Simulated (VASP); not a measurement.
# Al2Cl2F (R-3m) in VASP: further runs

Al2Cl2F is run at these levels: PBE; tasks: single point, relaxation of cell and atoms.

Program: VASP 6.6.1. These are calculated values, not measurements. Logs are shortened: lines on timing, memory, paths and dates and some standing lists are left out, and cuts for length are marked.

## (1) The cell of the first run

It takes space group R-3m (No. 166, trigonal). The conventional cell has a = 4.636 Å, b = 4.636 Å, c = 15.516 Å, α = 90.00°, β = 90.00°, γ = 120.00°. Al (site symmetry 3m) has 1 F at 1.54 Å within 2.0 Å. Within 3.6 Å of Cl (site symmetry 3m) lie 3 F at 2.71 Å and 3 Cl at 2.81 Å and 6 Al at 2.90 to 3.32 Å. Within 2.0 Å of F (site symmetry -3m) lie 2 Al at 1.54 Å.

The cell was built from a structure type or drawn by symmetry, and may not be a known phase.

## (2) Single point, PBE

INCAR reads:

```
SYSTEM = Al2Cl2F
PREC     = Accurate       ! precision mode
ENCUT    = 520            ! plane-wave cutoff, eV
EDIFF    = 1E-7           ! SCF threshold, eV
ISMEAR   = 0              ! smearing method
SIGMA    = 0.1            ! smearing width, eV
LREAL    = .FALSE.        ! projectors in reciprocal space
LASPH    = .TRUE.         ! aspherical terms in the spheres
NELM     = 100            ! most SCF steps
ALGO     = Normal         ! electronic algorithm
ISIF     = 2              ! what is computed and relaxed
LWAVE    = .FALSE.        ! write WAVECAR
LCHARG   = .TRUE.         ! write CHGCAR
GGA      = PE             ! functional
LELF     = .TRUE.         ! ELF
LVHAR    = .TRUE.       
NBANDS   = 22             ! bands
```

KPOINTS reads:

```
regular mesh
0
G
  6 6 6
  0 0 0
```

POSCAR reads:

```
Al2Cl2F
1.0
    2.3178870100      1.3382326900      5.1719113300
   -2.3178870100      1.3382326900      5.1719113300
    0.0000000000     -2.6764653800      5.1719113300
Al Cl F
2 2 1
Direct
    0.9008751900      0.9008751900      0.9008751900
    0.0991248100      0.0991248100      0.0991248100
    0.3607480400      0.3607480400      0.3607480400
    0.6392519600      0.6392519600      0.6392519600
    0.0000000000      0.0000000000      0.0000000000
```

Potentials or basis: VASP PAW PBE potentials, release 64 (Al, Cl, F).

Command:

```sh
> cat potpaw_PBE.64/Al/POTCAR potpaw_PBE.64/Cl/POTCAR potpaw_PBE.64/F/POTCAR > POTCAR
> mpirun -np 1 vasp_std > vasp.out
```

OUTCAR:

```text
SYSTEM = Al2Cl2F
   PREC = Accurate
   ENCUT = 520
   EDIFF = 1E-7
   ISMEAR = 0
   LREAL = .FALSE.
   LASPH = .TRUE.
   NELM = 100
   ISIF = 2
   GGA = PE

 ion  position               nearest neighbor table
   1  0.901  0.901  0.901-   5 1.54   4 2.90   4 2.90   4 2.90   2 3.08
   2  0.099  0.099  0.099-   5 1.54   3 2.90   3 2.90   3 2.90   1 3.08
   3  0.361  0.361  0.361-   2 2.90   2 2.90   2 2.90
   4  0.639  0.639  0.639-   1 2.90   1 2.90   1 2.90
   5  0.000  0.000  0.000-   1 1.54   2 1.54

  LATTYP: Found a trigonal (rhomboedric) cell.
 ALAT       =     5.8234125501
 COS(alpha) =     0.6831458475

  Lattice vectors:

 A1 = (   2.3178870100,   1.3382326900,   5.1719113300)
 A2 = (  -2.3178870100,   1.3382326900,   5.1719113300)
 A3 = (   0.0000000000,  -2.6764653800,   5.1719113300)

Analysis of symmetry for initial positions (statically):
=====================================================================
 Subroutine PRICEL returns:
 Original cell was already a primitive cell.

 Routine SETGRP: Setting up the symmetry group for a
 trigonal (rhombohedral) supercell.

 Subroutine GETGRP returns: Found 12 space group operations
 (whereof 12 operations were pure point group operations)
 out of a pool of 12 trial point group operations.

The static configuration has the point symmetry D_3d.

Analysis of symmetry for dynamics (positions and initial velocities):
=====================================================================
 Subroutine PRICEL returns:
 Original cell was already a primitive cell.

 Routine SETGRP: Setting up the symmetry group for a
 trigonal (rhombohedral) supercell.

 Subroutine GETGRP returns: Found 12 space group operations
 (whereof 12 operations were pure point group operations)
 out of a pool of 12 trial point group operations.

The dynamic configuration has the point symmetry D_3d.

 Subroutine INISYM returns: Found 12 space group operations
 (whereof 12 operations are pure point group operations),
 and found     1 'primitive' translations

----------------------------------------------------------------------------------------

                                     Primitive cell

  volume of cell :      96.2556

  direct lattice vectors                    reciprocal lattice vectors
     2.317887010  1.338232690  5.171911330     0.215713707  0.124542367  0.064450705
    -2.317887010  1.338232690  5.171911330    -0.215713707  0.124542367  0.064450705
     0.000000000 -2.676465380  5.171911330     0.000000000 -0.249084734  0.064450705

  length of vectors
     5.823412550  5.823412550  5.823412551     0.257287967  0.257287967  0.257287967

  position of ions in fractional coordinates (direct lattice)
     0.900875190  0.900875190  0.900875190
     0.099124810  0.099124810  0.099124810
     0.360748040  0.360748040  0.360748040
     0.639251960  0.639251960  0.639251960
     0.000000000  0.000000000  0.000000000

  ion indices of the primitive-cell ions
   primitive index   ion index
                 1           1
                 2           2
                 3           3
                 4           4
                 5           5

----------------------------------------------------------------------------------------

 KPOINTS: regular mesh

Automatic generation of k-mesh.
 Grid dimensions read from file:
 generate k-points for:    6    6    6

 Generating k-lattice:

  Cartesian coordinates                     Fractional coordinates (reciprocal lattice)
     0.035952285  0.020757061  0.010741784     0.166666667 -0.000000000 -0.000000000
    -0.035952285  0.020757061  0.010741784    -0.000000000  0.166666667 -0.000000000
     0.000000000 -0.041514122  0.010741784    -0.000000000 -0.000000000  0.166666667

  Length of vectors
     0.042881328  0.042881328  0.042881328

  Shift w.r.t. Gamma in fractional coordinates (k-lattice)
     0.000000000  0.000000000  0.000000000

 Subroutine IBZKPT returns following result:
 ===========================================

 Found     32 irreducible k-points:

 Following reciprocal coordinates:
            Coordinates               Weight
  0.000000  0.000000  0.000000      1.000000
  0.166667  0.000000 -0.000000      6.000000
  0.333333 -0.000000 -0.000000      6.000000
  0.500000  0.000000 -0.000000      3.000000
  0.166667  0.166667 -0.000000      6.000000
  0.333333  0.166667 -0.000000     12.000000
[... 16 lines left out ...]
  0.500000  0.500000  0.166667      6.000000
 -0.333333  0.500000  0.166667     12.000000
 [... further k-points ...]
   k-points           NKPTS =     32   k-points in BZ     NKDIM =     32   number of bands    NBANDS=     22
   number of dos      NEDOS =    301   number of ions     NIONS =      5
   total plane-waves  NPLWV = 110592
   dimension x,y,z NGX =    48 NGY =   48 NGZ =   48
   dimension x,y,z NGXF=    96 NGYF=   96 NGZF=   96
   ions per type =               2   2   1
   NGX,Y,Z   is equivalent  to a cutoff of  13.70, 13.70, 13.70 a.u.
   NGXF,Y,Z  is equivalent  to a cutoff of  27.41, 27.41, 27.41 a.u.
 SYSTEM =  Al2Cl2F
   PREC   = accura    normal or accurate (medium, high low for compatibility)
   ISTART =      0    job   : 0-new  1-cont  2-samecut
   ICHARG =      2    charge: 1-file 2-atom 10-const
   ISPIN  =      1    spin polarized calculation?
   LNONCOLLINEAR =      F non collinear calculations
   LSORBIT =      F    spin-orbit coupling
   LASPH  =      T    aspherical Exc in radial PAW
   ENCUT  =  520.0 eV  38.22 Ry    6.18 a.u.  10.83 10.83 10.83*2*pi/ulx,y,z
   NELM   =    100;   NELMIN=  2; NELMDL= -5     # of ELM steps
   EDIFF  = 0.1E-06   stopping-criterion for ELM
   LREAL  =      F    real-space projection
   EDIFFG = 0.1E-05   stopping-criterion for IOM
   NSW    =      0    number of steps for IOM
   IBRION =     -1    ionic relax: 0-MD 1-quasi-New 2-CG
   NFREE  =      0    steps in history (QN), initial steepest desc. (CG)
   ISIF   =      2    stress and relaxation
   ISYM   =      2    0-nonsym 1-usesym 2-fastsym
   POTIM  = 0.5000    time-step for ionic-motion
   TEBEG  =    0.0;   TEEND  =   0.0 temperature during run
   PSTRESS=    0.0 pullay stress
   NELECT =      27.0000    total number of electrons
   NUPDOWN=      -1.0000    fix difference up-down
   EMIN   =  10.00;   EMAX   =-10.00  energy-range for DOS
   EFERMI =   0.00;   METHOD = LEGACY
   ISMEAR =     0;   SIGMA  =   0.10  broadening in eV -4-tet -1-fermi 0-gaus
   EFERMI_NEDOS =   21; number of points for ismear=-14 and -15
   IALGO  =     38    algorithm
   IMIX   =      4    mixing-type and parameters
     AMIX     =   0.40;   BMIX     =  1.00
     AMIX_MAG =   1.60;   BMIX_MAG =  1.00
  volume/ion in A,a.u.               =      19.25       129.91
  Fermi-wavevector in a.u.,A,eV,Ry     =   1.071653  2.025130 15.625465  1.148439
  Thomas-Fermi vector in A             =   2.207399
   LORBIT       =      0    0 simple, 1 ext, 2 COOP (PROOUT), +10 PAW based schemes
   GGA     = PE    functional components
   LHFCALC =     F    Hartree Fock is set to
   AEXX    =    0.0000 exact exchange contribution
   IVDW    =     0    specifies the selected vdW correction
   LEPSILON=     F    determine dielectric tensor
   LRPA    =     F    only Hartree local field effects (RPA)
 non-spin polarized calculation
 Gauss-broadening in eV      SIGMA  =   0.10
  energy-cutoff  :      520.00
  volume of cell :       96.26
 maximum number of plane-waves:      2608
 NGX is ok and might be reduce to    48
   NGX = 21   NGY = 21   NGZ = 21

 number of electron      27.0000002 magnetization

 Free energy of the ion-electron system (eV)
  ---------------------------------------------------
  ext. energy  EPLUGINS =         0.00000000
  ---------------------------------------------------
  free energy    TOTEN  =       -14.89672424 eV

  energy without entropy =      -14.88698884  energy(sigma->0) =      -14.89185654

 E-fermi :   3.8441     XC(G=0):  -9.1527

 val. band max:        3.8311044382   @ k =   0.3333   0.3333  -0.0000
 cond. band min:       3.8689634462   @ k =   0.5000   0.5000  -0.0000
 fundamental gap:      0.0378590080
 Fermi energy:         3.8440704356

 k-point     1 :       0.0000    0.0000    0.0000
  band No.  band energies     occupation
      1     -24.5979      2.00000
      2     -11.6326      2.00000
      3      -9.7846      2.00000
      4      -8.0660      2.00000
      5      -5.4026      2.00000
      6      -5.4026      2.00000
[... 14 lines left out ...]
     21      10.5740      0.00000
     22      10.6055      0.00000

 k-point     2 :       0.1667    0.0000   -0.0000
  band No.  band energies     occupation
      1     -24.5957      2.00000
      2     -11.5736      2.00000
      3      -9.9015      2.00000
      4      -8.0972      2.00000
      5      -5.4467      2.00000
      6      -5.3267      2.00000
[... 14 lines left out ...]
     21      11.1705      0.00000
     22      11.7218      0.00000

 k-point     3 :       0.3333   -0.0000   -0.0000
  band No.  band energies     occupation
      1     -24.5912      2.00000
      2     -11.4022      2.00000
      3     -10.2127      2.00000
      4      -8.1434      2.00000
      5      -5.5313      2.00000
      6      -5.0782      2.00000
[... 14 lines left out ...]
     21      12.8903      0.00000
     22      12.9507      0.00000
[... 476 lines left out ...]
 k-point    23 :       0.5000    0.5000    0.1667
  band No.  band energies     occupation
      1     -24.5910      2.00000
      2     -11.3762      2.00000
      3     -10.2394      2.00000
      4      -8.1644      2.00000
      5      -5.5392      2.00000
      6      -5.0774      2.00000
[... 14 lines left out ...]
     21      12.1541      0.00000
     22      12.2065      0.00000

 k-point    24 :      -0.3333    0.5000    0.1667
  band No.  band energies     occupation
      1     -24.5888      2.00000
      2     -11.1998      2.00000
      3     -10.5127      2.00000
      4      -8.1719      2.00000
      5      -5.4191      2.00000
      6      -5.0165      2.00000
[... 14 lines left out ...]
     21      11.8988      0.00000
     22      12.5708      0.00000

 [... further k-points ...]

------------------------ aborting loop because EDIFF is reached ----------------------------------------

  FORCE on cell =-STRESS in cart. coord.  units (eV):
  Direction    XX          YY          ZZ          XY          YZ          ZX
  --------------------------------------------------------------------------------------
  -------------------------------------------------------------------------------------
  Total        3.5811340      3.5811340     21.4008726     -0.0000000      0.0000000      0.0000000
  in kB       59.6080532     59.6080533    356.2179885     -0.0000000      0.0000000      0.0000000
  external PRESSURE =     158.4780317 kB  Pullay stress =       0.0000000 kB

 VOLUME and BASIS-vectors are now :
 -----------------------------------------------------------------------------
  energy-cutoff  :      520.00
  volume of cell :       96.26
      direct lattice vectors                 reciprocal lattice vectors
     2.317887010  1.338232690  5.171911330     0.215713707  0.124542367  0.064450705
    -2.317887010  1.338232690  5.171911330    -0.215713707  0.124542367  0.064450705
     0.000000000 -2.676465380  5.171911330     0.000000000 -0.249084734  0.064450705

 POSITION                                       TOTAL-FORCE (eV/Angst)
 -----------------------------------------------------------------------------------
      0.00000      0.00000     13.97774         0.000000      0.000000     -7.428114
      0.00000      0.00000      1.53799         0.000000     -0.000000      7.428114
      0.00000      0.00000      5.59727         0.000000     -0.000000      2.266127
      0.00000      0.00000      9.91846         0.000000      0.000000     -2.266127
      0.00000      0.00000      0.00000         0.000000     -0.000000      0.000000
 -----------------------------------------------------------------------------------
    total drift:                                0.000000     -0.000000      0.000000

  FREE ENERGIE OF THE ION-ELECTRON SYSTEM (eV)
  ---------------------------------------------------
  free  energy   TOTEN  =       -14.8967242360 eV

  energy  without entropy=      -14.8869888407  energy(sigma->0) =      -14.89185654
```

Wall time 61 s (1 thread of Intel Xeon 6975P-C (Granite Rapids), shared host); peak memory 0.32 GiB.

What came out:

* Free energy: -14.8967 eV
* Pressure: 15.8 GPa
* Largest force: 7.428 eV/Å
* Band gap on the k mesh: zero (an odd number of electrons rules out a gap without spin polarisation)

Forces on the atoms (eV/Å):
```
Al   0.000  0.000 -7.428
Al   0.000  0.000  7.428
Cl   0.000  0.000  2.266
Cl   0.000  0.000 -2.266
F    0.000  0.000  0.000
```

Caveat: the cell stands under pressure; an odd number of electrons without spin polarisation forces a metal; a magnetic or distorted state may lie lower.

## (3) Single point, PBE

This run uses another cell than the first one, of 19.42 Å³/atom.

INCAR reads:

```
PREC = Accurate
ENCUT = 520
EDIFF = 1E-6
ISMEAR = 0
SIGMA = 0.1
LREAL = F
LASPH = T
NELM = 60
ALGO = Normal
ISIF = 2
LWAVE = F
LCHARG = F
GGA = PE
NBANDS = 22
```

KPOINTS reads:

```
Automatic mesh
0
Gamma
  6 6 6
```

POSCAR reads:

```
Al2Cl2F
1.0
    2.1972782250      1.2685991747      5.8061140816
   -2.1972782250      1.2685991747      5.8061140816
    0.0000000000     -2.5371983494      5.8061140816
Al Cl F
2 2 1
Direct
    0.8929585673      0.8929585673      0.8929585673
    0.1070414327      0.1070414327      0.1070414327
    0.4045705491      0.4045705491      0.4045705491
    0.5954294509      0.5954294509      0.5954294509
    0.0000000000      0.0000000000      0.0000000000
```

Potentials or basis: VASP PAW PBE potentials, release 64 (Al, Cl, F).

Command:

```sh
> cat potpaw_PBE.64/Al/POTCAR potpaw_PBE.64/Cl/POTCAR potpaw_PBE.64/F/POTCAR > POTCAR
> mpirun -np 1 vasp_std > vasp.out
```

Wall time 54 s (1 thread of Intel Xeon 6975P-C (Granite Rapids), shared host); peak memory 0.33 GiB.

The run converged. Its results:

| Item | Value |
| --- | --- |
| Free energy | -18.4342 eV |
| Pressure | -0.1 GPa |
| Largest force | 0.011 eV/Å |
| Band gap on the k mesh | zero (an odd number of electrons rules out a gap without spin polarisation) |

Forces on the atoms (eV/Å):
```
Al   0.000  0.000 -0.011
Al   0.000  0.000  0.011
Cl   0.000  0.000 -0.006
Cl   0.000  0.000  0.006
F    0.000  0.000  0.000
```

Stress tensor (GPa, compression positive):
```
-0.12  0.00  0.00
 0.00 -0.12  0.00
 0.00  0.00 -0.03
```

Levels at points of the mesh, in eV from the Fermi level:
```tsv
k point	band 9	band 10	band 11	band 12	band 13	band 14	band 15	band 16	band 17	band 18
(0.00, 0.00, 0.00)	-4.09	-3.64	-3.64	-2.54	-2.42	1.95	2.32	2.32	4.86	5.08
(0.50, 0.00, 0.00)	-4.16	-3.89	-3.51	-2.70	-0.68	-0.45	2.73	3.61	5.13	7.14
(0.50, 0.50, 0.00)	-4.25	-3.98	-3.86	-2.65	-0.66	-0.29	3.48	3.69	4.62	6.01
(0.50, 0.50, 0.50)	-4.38	-3.34	-3.33	-3.33	-1.18	0.37	2.71	2.71	4.41	4.41
```

Caveat: an odd number of electrons without spin polarisation forces a metal; a magnetic or distorted state may lie lower.

(Part 1 of 2 ends here.)
